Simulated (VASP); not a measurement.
# BaTiO3 (Amm2) in VASP: notebook

BaTiO3 is run at these levels: PBEsol, r2SCAN+rVV10, PBEsol+U; tasks: relaxation of cell and atoms, single point.

All numbers are computed with VASP 6.6.1; they aren't measurements. Logs are shortened: lines on timing, memory, paths and dates and some standing lists are left out, and cuts for length are marked.

## 1. The cell of the first run

Symmetry: Amm2, No. 38, orthorhombic system. Conventional cell: a = 3.986 Å, b = 5.674 Å, c = 5.690 Å, α = 90.00°, β = 90.00°, γ = 90.00°. Ba (site symmetry mm2) has 12 O at 2.77 to 2.92 Å and 8 Ti at 3.42 to 3.53 Å within 3.7 Å. Ti (site symmetry mm2) has 6 O at 1.93 to 2.09 Å within 2.6 Å. Within 2.6 Å of O (site symmetry m) lie 2 Ti at 1.93 to 2.09 Å. Within 2.6 Å of O (site symmetry mm2) lie 2 Ti at 2.00 Å.

## 2. Relaxation of cell and atoms, PBEsol

Input file INCAR:

```
SYSTEM = BaTiO3
ALGO = Normal ; EDIFF = 1E-7
EDIFFG = -0.01 ; ENCUT = 600
GGA = PS ; IBRION = 2
ISIF = 3 ; ISMEAR = -1
LASPH = .True. ; LCHARG = .False.
LREAL = .False. ; LWAVE = .False.
NELM = 80 ; NSW = 60
PREC = Accurate ; SIGMA = 0.05
```

Input file KPOINTS:

```
k-points
0
Gamma
  7 7 7
  0 0 0
```

Input file POSCAR:

```
BaTiO3
1.0
    3.9855000000      0.0000000000      0.0000000000
    0.0000000000      2.8369000000      2.8451500000
    0.0000000000     -2.8369000000      2.8451500000
Ba Ti O
1 1 3
Direct
    0.0000000000      0.0000000000      0.0000000000
    0.5000000000      0.5124000000      0.5124000000
    0.5000000000      0.9918400000      0.5052400000
    0.5000000000      0.5052400000      0.9918400000
    0.0000000000      0.4874000000      0.4874000000
```

Potentials or basis: VASP PAW PBE potentials, release 64 (Ba_sv, Ti_sv, O).

The run is started by

```sh
$ cat potpaw_PBE.64/Ba_sv/POTCAR potpaw_PBE.64/Ti_sv/POTCAR potpaw_PBE.64/O/POTCAR > POTCAR
$ mpirun -np 1 vasp_std > vasp.out
```

OUTCAR:

```text
SYSTEM = BaTiO3
   EDIFF = 1E-7
   EDIFFG = -0.01
   ENCUT = 600
   GGA = PS
   IBRION = 2
   ISIF = 3
   ISMEAR = -1
   LASPH = .True.
   LREAL = .False.
   NELM = 80
   NSW = 60
   PREC = Accurate

 ion  position               nearest neighbor table
   1  0.000  0.000  0.000-   5 2.77   4 2.81   3 2.81   3 2.81   4 2.81   5 2.84   5 2.84   4 2.84
                             3 2.84   3 2.84   4 2.84   5 2.92   2 3.42   2 3.42   2 3.47   2 3.47
   2  0.500  0.512  0.512-   3 1.93   4 1.93   5 2.00   5 2.00   3 2.09   4 2.09   1 3.42   1 3.42
                             1 3.47   1 3.47   1 3.47   1 3.47   1 3.53   1 3.53
   3  0.500  0.992  0.505-   2 1.93   2 2.09   1 2.81   1 2.81   1 2.84   1 2.84
   4  0.500  0.505  0.992-   2 1.93   2 2.09   1 2.81   1 2.81   1 2.84   1 2.84
   5  0.000  0.487  0.487-   2 2.00   2 2.00   1 2.77   1 2.84   1 2.84   1 2.92

  LATTYP: Found a base centered orthorhombic cell.
 ALAT       =     5.6738000000
 B/A-ratio  =     1.0029081039
 C/A-ratio  =     0.7024392823

  Lattice vectors:

 A1 = (   0.0000000000,   2.8369000000,  -2.8451500000)
 A2 = (   0.0000000000,   2.8369000000,   2.8451500000)
 A3 = (   3.9855000000,   0.0000000000,   0.0000000000)

Analysis of symmetry for initial positions (statically):
=====================================================================
 Subroutine PRICEL returns:
 Original cell was already a primitive cell.

 Routine SETGRP: Setting up the symmetry group for a
 base centered orthorhombic supercell.

 Subroutine GETGRP returns: Found  4 space group operations
 (whereof  4 operations were pure point group operations)
 out of a pool of  8 trial point group operations.

The static configuration has the point symmetry C_2v.

Analysis of symmetry for dynamics (positions and initial velocities):
=====================================================================
 Subroutine PRICEL returns:
 Original cell was already a primitive cell.

 Routine SETGRP: Setting up the symmetry group for a
 base centered orthorhombic supercell.

 Subroutine GETGRP returns: Found  4 space group operations
 (whereof  4 operations were pure point group operations)
 out of a pool of  8 trial point group operations.

The dynamic configuration has the point symmetry C_2v.

 Subroutine INISYM returns: Found  4 space group operations
 (whereof  4 operations are pure point group operations),
 and found     1 'primitive' translations

----------------------------------------------------------------------------------------

                                     Primitive cell

  volume of cell :      64.3372

  direct lattice vectors                    reciprocal lattice vectors
     3.985500000  0.000000000  0.000000000     0.250909547  0.000000000  0.000000000
     0.000000000  2.836900000  2.845150000     0.000000000  0.176248722  0.175737659
     0.000000000 -2.836900000  2.845150000     0.000000000 -0.176248722  0.175737659

  length of vectors
     3.985500000  4.017820321  4.017820321     0.250909547  0.248892219  0.248892219

  position of ions in fractional coordinates (direct lattice)
     0.000000000  0.000000000  0.000000000
     0.500000000  0.512400000  0.512400000
     0.500000000  0.991840000  0.505240000
     0.500000000  0.505240000  0.991840000
     0.000000000  0.487400000  0.487400000

  ion indices of the primitive-cell ions
   primitive index   ion index
                 1           1
                 2           2
                 3           3
                 4           4
                 5           5

----------------------------------------------------------------------------------------

 KPOINTS: k-points

Automatic generation of k-mesh.
 Grid dimensions read from file:
 generate k-points for:    7    7    7

 Generating k-lattice:

  Cartesian coordinates                     Fractional coordinates (reciprocal lattice)
     0.035844221  0.000000000  0.000000000     0.142857143  0.000000000  0.000000000
     0.000000000  0.025178389  0.025105380     0.000000000  0.142857143  0.000000000
     0.000000000 -0.025178389  0.025105380     0.000000000  0.000000000  0.142857143

  Length of vectors
     0.035844221  0.035556031  0.035556031

  Shift w.r.t. Gamma in fractional coordinates (k-lattice)
     0.000000000  0.000000000  0.000000000

 Subroutine IBZKPT returns following result:
 ===========================================

 Found     64 irreducible k-points:

 Following reciprocal coordinates:
            Coordinates               Weight
  0.000000  0.000000  0.000000      1.000000
  0.142857  0.000000  0.000000      2.000000
  0.285714  0.000000  0.000000      2.000000
  0.428571  0.000000  0.000000      2.000000
  0.000000  0.142857 -0.000000      4.000000
  0.142857  0.142857 -0.000000      8.000000
[... 16 lines left out ...]
  0.285714  0.285714  0.142857      8.000000
  0.428571  0.285714  0.142857      8.000000
 [... further k-points ...]
   k-points           NKPTS =     64   k-points in BZ     NKDIM =     64   number of bands    NBANDS=     24
   number of dos      NEDOS =    301   number of ions     NIONS =      5
   total plane-waves  NPLWV =  32768
   dimension x,y,z NGX =    32 NGY =   32 NGZ =   32
   dimension x,y,z NGXF=    64 NGYF=   64 NGZF=   64
   ions per type =               1   1   3
   NGX,Y,Z   is equivalent  to a cutoff of  13.35, 13.24, 13.24 a.u.
   NGXF,Y,Z  is equivalent  to a cutoff of  26.70, 26.48, 26.48 a.u.
 SYSTEM =  BaTiO3
   PREC   = accura    normal or accurate (medium, high low for compatibility)
   ISTART =      0    job   : 0-new  1-cont  2-samecut
   ICHARG =      2    charge: 1-file 2-atom 10-const
   ISPIN  =      1    spin polarized calculation?
   LNONCOLLINEAR =      F non collinear calculations
   LSORBIT =      F    spin-orbit coupling
   LASPH  =      T    aspherical Exc in radial PAW
   ENCUT  =  600.0 eV  44.10 Ry    6.64 a.u.   7.96  8.02  8.02*2*pi/ulx,y,z
   NELM   =     80;   NELMIN=  2; NELMDL= -5     # of ELM steps
   EDIFF  = 0.1E-06   stopping-criterion for ELM
   LREAL  =      F    real-space projection
   EDIFFG = -.1E-01   stopping-criterion for IOM
   NSW    =     60    number of steps for IOM
   IBRION =      2    ionic relax: 0-MD 1-quasi-New 2-CG
   NFREE  =      1    steps in history (QN), initial steepest desc. (CG)
   ISIF   =      3    stress and relaxation
   ISYM   =      2    0-nonsym 1-usesym 2-fastsym
   POTIM  = 0.5000    time-step for ionic-motion
   TEBEG  =    0.0;   TEEND  =   0.0 temperature during run
   PSTRESS=    0.0 pullay stress
   NELECT =      40.0000    total number of electrons
   NUPDOWN=      -1.0000    fix difference up-down
   EMIN   =  10.00;   EMAX   =-10.00  energy-range for DOS
   EFERMI =   0.00;   METHOD = LEGACY
   ISMEAR =    -1;   SIGMA  =   0.05  broadening in eV -4-tet -1-fermi 0-gaus
   EFERMI_NEDOS =   21; number of points for ismear=-14 and -15
   IALGO  =     38    algorithm
   IMIX   =      4    mixing-type and parameters
     AMIX     =   0.40;   BMIX     =  1.00
     AMIX_MAG =   1.60;   BMIX_MAG =  1.00
  volume/ion in A,a.u.               =      12.87        86.83
  Fermi-wavevector in a.u.,A,eV,Ry     =   1.397250  2.640420 26.562762  1.952308
  Thomas-Fermi vector in A             =   2.520525
   LORBIT       =      0    0 simple, 1 ext, 2 COOP (PROOUT), +10 PAW based schemes
   GGA     = PS    functional components
   LHFCALC =     F    Hartree Fock is set to
   AEXX    =    0.0000 exact exchange contribution
   IVDW    =     0    specifies the selected vdW correction
   LEPSILON=     F    determine dielectric tensor
   LRPA    =     F    only Hartree local field effects (RPA)
 conjugate gradient relaxation of ions
 non-spin polarized calculation
  energy-cutoff  :      600.00
  volume of cell :       64.34
 maximum number of plane-waves:      2177
 NGX is ok and might be reduce to    32
   NGX = 15   NGY = 17   NGZ = 17

--------------------------------------- Ionic step        1  -------------------------------------------

 number of electron      39.9999992 magnetization

 Free energy of the ion-electron system (eV)
  ---------------------------------------------------
  ext. energy  EPLUGINS =         0.00000000
  ---------------------------------------------------
  free energy    TOTEN  =       -41.98269957 eV

  energy without entropy =      -41.98269957  energy(sigma->0) =      -41.98269957

------------------------ aborting loop because EDIFF is reached ----------------------------------------

  FORCE on cell =-STRESS in cart. coord.  units (eV):
  Direction    XX          YY          ZZ          XY          YZ          ZX
  --------------------------------------------------------------------------------------
  -------------------------------------------------------------------------------------
  Total       -0.8675187     -0.8103726     -1.0625581      0.0000000      0.0000000      0.0000000
  in kB      -21.6036654    -20.1805661    -26.4606953      0.0000000      0.0000000      0.0000000
  external PRESSURE =     -22.7483089 kB  Pullay stress =       0.0000000 kB
[... 98 lines left out ...]
  FREE ENERGIE OF THE ION-ELECTRON SYSTEM (eV)
  ---------------------------------------------------
  free  energy   TOTEN  =       -41.9945045744 eV

  energy  without entropy=      -41.9945045740  energy(sigma->0) =      -41.99450457

[... ionic steps 4 to 10 ...]

--------------------------------------- Ionic step       11  -------------------------------------------

 number of electron      39.9999991 magnetization

------------------------ aborting loop because EDIFF is reached ----------------------------------------

  FORCE on cell =-STRESS in cart. coord.  units (eV):
  Direction    XX          YY          ZZ          XY          YZ          ZX
  --------------------------------------------------------------------------------------
  -------------------------------------------------------------------------------------
  Total        0.0095061      0.0693659      0.0125611      0.0000000      0.0000000      0.0000000
  in kB        0.2377723      1.7350179      0.3141855      0.0000000      0.0000000      0.0000000
  external PRESSURE =       0.7623252 kB  Pullay stress =       0.0000000 kB
[... 63 lines left out ...]
  energy  without entropy=      -42.0131812591  energy(sigma->0) =      -42.01318126

--------------------------------------- Ionic step       13  -------------------------------------------

 number of electron      39.9999991 magnetization

 Free energy of the ion-electron system (eV)
  ---------------------------------------------------
  ext. energy  EPLUGINS =         0.00000000
  ---------------------------------------------------
  free energy    TOTEN  =       -42.01331462 eV

  energy without entropy =      -42.01331462  energy(sigma->0) =      -42.01331462

 E-fermi :   4.6972     XC(G=0): -11.4969

 val. band max:        3.5953174769   @ k =   0.4286   0.4286   0.4286
 cond. band min:       5.7753811140   @ k =   0.0000   0.0000   0.0000
 fundamental gap:      2.1800636371
 Fermi energy:         4.6971509103

 k-point     1 :       0.0000    0.0000    0.0000
  band No.  band energies     occupation
      1     -52.4509      2.00000
      2     -28.8306      2.00000
      3     -28.8265      2.00000
      4     -28.7794      2.00000
      5     -21.1161      2.00000
      6     -13.1276      2.00000
[... 637 lines left out ...]
     23       7.5676      0.00000
     24       9.1083      0.00000

 [... further k-points ...]

------------------------ aborting loop because EDIFF is reached ----------------------------------------

  FORCE on cell =-STRESS in cart. coord.  units (eV):
  Direction    XX          YY          ZZ          XY          YZ          ZX
  --------------------------------------------------------------------------------------
  -------------------------------------------------------------------------------------
  Total       -0.0269848     -0.0313331     -0.0148021      0.0000000      0.0000000      0.0000000
  in kB       -0.6735533     -0.7820890     -0.3694666      0.0000000      0.0000000      0.0000000
  external PRESSURE =      -0.6083696 kB  Pullay stress =       0.0000000 kB
[... 20 lines left out ...]
  FREE ENERGIE OF THE ION-ELECTRON SYSTEM (eV)
  ---------------------------------------------------
  free  energy   TOTEN  =       -42.0133146223 eV

  energy  without entropy=      -42.0133146222  energy(sigma->0) =      -42.01331462

 reached required accuracy - stopping structural energy minimisation
```

It took 7.7 min on 1 thread of AMD EPYC 9R45 (Zen 5), shared host; peak memory 0.25 GiB.

What came out:

```yaml
Free_energy: -42.0133 eV
Relaxed_volume: 12.84 Å³/atom
Relaxed_cell: a = 3.961 Å, b = 4.026 Å, c = 4.026 Å, α = 89.78°, β = 90.00°, γ = 90.00°
Space_group_after_relaxing_to_0.1_Å: Amm2 (No. 38)
Energy_gained_by_relaxing: 6.1 meV/atom
Ionic_steps: 13
Pressure_after_relaxing: -0.1 GPa
Largest_force_after_relaxing: 0.009 eV/Å
Band_gap_on_the_k_mesh: 2.18 eV (least direct gap 2.48 eV)
```

Forces on the atoms (eV/Å):
```
Ba   0.000  0.000  0.009
Ti   0.000  0.000 -0.009
O    0.000 -0.009  0.002
O    0.000  0.009  0.002
O    0.000  0.000 -0.005
```

The path:
```
step  energy change (eV)  largest force (eV/Å)  pressure (GPa)  volume (Å³)
   1              0.0000                0.2790           -2.27        64.34
   2             -0.0075                0.1888            2.79        62.65
   3             -0.0118                0.2063            0.82        63.27
   4             -0.0195                0.1548            0.65        63.43
   5             -0.0275                0.0845            0.36        63.83
   6             -0.0276                0.0754            0.37        63.79
   7             -0.0291                0.1005           -0.63        64.21
   8             -0.0292                0.0957           -0.44        64.13
   9             -0.0298                0.0367            0.40        63.92
  10             -0.0300                0.0418            0.13        63.98
  11             -0.0304                0.0236            0.08        64.05
  12             -0.0305                0.0279            0.02        64.13
  13             -0.0306                0.0094           -0.06        64.19
```

Final structure:
```
CELL_PARAMETERS angstrom
3.96114 0.00000 0.00000
0.00000 2.84102 2.85190
0.00000 -2.84102 2.85190
ATOMIC_POSITIONS crystal
Ba 0.00000 0.00656 0.00656
Ti 0.50000 0.52085 0.52085
O 0.50000 0.98388 0.49380
O 0.50000 0.49380 0.98388
O 0.00000 0.49178 0.49178
```

Caveat: the PAW data sets were made with another functional, which shifts forces and pressure a little; spin-orbit coupling is left out, which moves the levels of the heavy elements; an odd mesh through Γ misses points on the zone boundary, where band edges can lie.

## 3. Single point, r2SCAN+rVV10

This run uses another cell than the first one, of 12.83 Å³/atom.

Input file POSCAR:

```
BaTiO3
1.0
    3.9619875313      0.0000000000      0.0000000000
    0.0000000000      2.8396278212      2.8511942039
    0.0000000000     -2.8396278212      2.8511942039
Ba Ti O
1 1 3
Direct
    0.0000000000      0.0067464266      0.0067464266
    0.5000000000      0.5208241752      0.5208241752
    0.5000000000      0.9833728697      0.4941457012
    0.5000000000      0.4941457012      0.9833728697
    0.0000000000      0.4917908272      0.4917908272
```

Input file INCAR.step1:

```
ALGO = Normal
EDIFF = 1E-4
ENCUT = 520
GGA = PE
ISMEAR = -1
LASPH = T
LCHARG = F
LREAL = F
LWAVE = T
NBANDS = 28
NELM = 60
PREC = Accurate
SIGMA = 0.05
```

Input file INCAR.step2:

```
ALGO = Normal
BPARAM = 11.95
CPARAM = 0.0093
EDIFF = 1E-6
ENCUT = 520
ISIF = 2
ISMEAR = -1
ISTART = 1
IVDW_NL = 2
LASPH = T
LCHARG = F
LMIXTAU = T
LREAL = F
LUSE_VDW = T
LWAVE = F
METAGGA = R2SCAN
NBANDS = 28
NELM = 60
PREC = Accurate
SIGMA = 0.05
```

Input file KPOINTS:

```
k-points
0
Gamma
  7 7 7
```

Potentials or basis: VASP PAW PBE potentials, release 64 (Ba_sv, Ti_sv, O).

The run is started by

```sh
$ cat potpaw_PBE.64/Ba_sv/POTCAR potpaw_PBE.64/Ti_sv/POTCAR potpaw_PBE.64/O/POTCAR > POTCAR
$ cp INCAR.step1 INCAR
$ mpirun -np 1 vasp_std > vasp.out
$ cp INCAR.step2 INCAR
$ mpirun -np 1 vasp_std > vasp.out
```

Run time: 9.4 min. Hardware: 1 thread of Intel Xeon Platinum 8259CL at 2.50GHz (Skylake/Cascade Lake), shared host; peak memory 0.36 GiB.

The run converged. Its results:

```yaml
Free_energy: -73.3445 eV
Pressure: 2.3 GPa
Largest_force: 0.160 eV/Å
Band_gap_on_the_k_mesh: 2.63 eV (least direct gap 2.94 eV)
```

Forces in eV/Å, atoms in the order of the input:
```
Ba   0.000  0.000 -0.028
Ti   0.000  0.000 -0.160
O    0.000  0.072  0.086
O    0.000 -0.072  0.086
O    0.000  0.000  0.016
```

Stress tensor (GPa, compression positive):
```
2.15 0.00 0.00
0.00 2.36 0.00
0.00 0.00 2.25
```

Levels at points of the mesh, in eV from the valence-band top:
```csv
k point,band 17,band 18,band 19,band 20,band 21,band 22,band 23,band 24
"(0.00, 0.00, 0.00)",-1.09,-0.39,-0.39,-0.31,2.63,2.80,2.88,4.73
```

Caveat: the PAW data sets were made with another functional, which shifts forces and pressure a little; spin-orbit coupling is left out, which moves the levels of the heavy elements; an odd mesh through Γ misses points on the zone boundary, where band edges can lie. r2SCAN opens gaps a little over a GGA but as a rule still falls short of measured ones.

[end of part 1 of 2]
